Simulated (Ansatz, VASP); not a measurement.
# PbS: VASP beside Ansatz

File INCAR:

```
PREC = Accurate
ENCUT = 500
EDIFF = 1E-6
ISMEAR = 0
SIGMA = 0.01
LREAL = False
LASPH = True
NELM = 120
ALGO = Normal
ISIF = 2
LWAVE = False
LCHARG = False
NBANDS = 17
GGA_COMPAT = False
```

Contents of KPOINTS:

```
Automatic mesh
0
Gamma
  6 6 6
```

File POSCAR:

```
PbS
1.0
    2.1126620000      1.2197460000      3.4519160000
   -2.1126620000      1.2197460000      3.4519160000
    0.0000000000     -2.4394920000      3.4519160000
Pb S
1 1
Direct
    0.9805660000      0.9805660000      0.9805660000
    0.4750360000      0.4750360000      0.4750360000
```

Input for Ansatz:

```yaml
crystal:
  lattice:
    - [2.112662, 1.219746, 3.451916]
    - [-2.112662, 1.219746, 3.451916]
    - [0.0, -2.439492, 3.451916]
  atoms:
    - { symbol: Pb, position: [0.980566, 0.980566, 0.980566] }
    - { symbol: S, position: [0.475036, 0.475036, 0.475036] }
kpoints:
  mp_grid:
    grid: [6, 6, 6]
hamiltonian:
  xc: lda
scf:
  convergence:
    dr2_threshold: 1.0e-10
  occupations:
    method: fixed
output:
  stress: true
  eigenvalues: true
```

Alike in both runs: task single point; functional LDA; k mesh 6 × 6 × 6; no spin polarisation.

|  | VASP | Ansatz |
| --- | --- | --- |
| version | VASP 6.6.1 | Ansatz 0.2.0 |
| potentials or method | VASP PAW LDA potentials, release 64 (Pb_d, S) | plane waves, PAW |
| plane-wave cutoff (eV) | 500 | 420 |
| occupations | gaussian, width 0.01 eV | fixed |
| valence electrons in the cell | 20 | 20 |

```csv
,VASP,Ansatz,Ansatz less VASP
gap on the k mesh at the Fermi level (eV),0.31,0.33,+0.022
pressure (GPa),-3.7,-3.7,-0.04
```

LDA's correlation is that of Perdew and Zunger in VASP and of Perdew and Wang (1992) in Ansatz.

Neither program's run includes spin-orbit coupling.
